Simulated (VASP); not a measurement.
Set up this calculation in VASP 6.6.1, as the native input.

```
Task                   : single point
Functional             : r2SCAN
Potentials or basis    : VASP PAW PBE potentials, release 64 (Al, N)
Cutoff                 : 520 eV
k mesh                 : 10 × 10 × 10
Occupations            : gaussian, width 0.01 eV
Spin                   : no spin polarisation
Dipole correction      : no
Further INCAR settings : ALGO = Normal; EDIFF = 1e-06; NBANDS = 11
```

AlN:

```
Al N
1.0
     2.22860    2.22860    0.00000
    -2.22860    2.22860    0.00000
     0.00000    2.22860    2.15868
Al N
1 1
Direct
  0.00000 0.00000 0.00000
  0.25000 0.75000 0.50000
```

This cell differs from its parent crystal: in-plane strain +0.02.

One way to write it, as run:

POSCAR

```
AlN
1.0
    2.2285978452      2.2285978452      0.0000000000
   -2.2285978452      2.2285978452      0.0000000000
    0.0000000000      2.2285978452      2.1586810501
Al N
1 1
Direct
    0.0000000000      0.0000000000      0.0000000000
    0.2500000000      0.7500000000      0.5000000000
```

INCAR.step1

```
SYSTEM = AlN
ALGO = Normal
EDIFF = 1E-4
ENCUT = 520
GGA = PE
ISMEAR = 0
LASPH = .True.
LCHARG = .False.
LREAL = .False.
LWAVE = .True.
NBANDS = 11
NELM = 100
PREC = Accurate
SIGMA = 0.01
```

INCAR.step2

```
SYSTEM = AlN
ALGO = Normal
EDIFF = 1E-6
ENCUT = 520
ISIF = 2
ISMEAR = 0
ISTART = 1
LASPH = .True.
LCHARG = .False.
LMIXTAU = .True.
LREAL = .False.
LWAVE = .False.
METAGGA = R2SCAN
NBANDS = 11
NELM = 100
PREC = Accurate
SIGMA = 0.01
```

KPOINTS

```
k-points
0
Gamma
  10 10 10
  0 0 0
```

Potentials or basis: VASP PAW PBE potentials, release 64 (Al, N).

Run with:

```sh
$ cat potpaw_PBE.64/Al/POTCAR potpaw_PBE.64/N/POTCAR > POTCAR
$ cp INCAR.step1 INCAR
$ mpirun -np 1 vasp_std > vasp.out
$ cp INCAR.step2 INCAR
$ mpirun -np 1 vasp_std > vasp.out
```

Results of the run:

| Quantity | Value |
| --- | --- |
| Pressure | -6.0 GPa |
| Band gap on the k mesh | 3.74 eV (least direct gap 4.54 eV) |

Caveat: the cell differs from its parent crystal (in-plane strain +0.02); the cell stands under tension; the PAW data sets were made with another functional, which shifts forces and pressure a little.

Run time: 86 s on 1 thread of Intel Xeon 8259CL, on a shared host, peak memory 0.15 GiB.
